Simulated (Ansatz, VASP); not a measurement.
## Ru in VASP and in Ansatz

```
Ru
1.0
     2.48398    0.00000    0.00000
     0.00000    2.48398    0.00000
     0.00000    0.00000    2.48398
Ru
1
Direct
  0.00000 0.00000 0.00000
```

Alike in both runs: task single point; functional BLYP; k mesh 14 × 14 × 14; occupations fermi-dirac, width 0.1 eV; no spin polarisation.

|  | VASP | Ansatz |
| --- | --- | --- |
| version | VASP 6.6.1 | Ansatz 0.2.0 |
| potentials or method | VASP PAW PBE potentials, release 64 (Ru_pv), cutoff 520 eV | plane waves (420 eV) with PAW, scalar-relativistic |
| valence electrons in the cell | 14 | 16 |

VASP gave:

- pressure (GPa): 20.2

Problem. Estimate Ansatz's values.

Solution. Pressure (GPa): 19.4.

VASP's potentials were made for PBE, not for BLYP. VASP's potentials hold 14 valence electrons a cell and Ansatz's 16, so a difference there can come from the potentials and not from the codes.
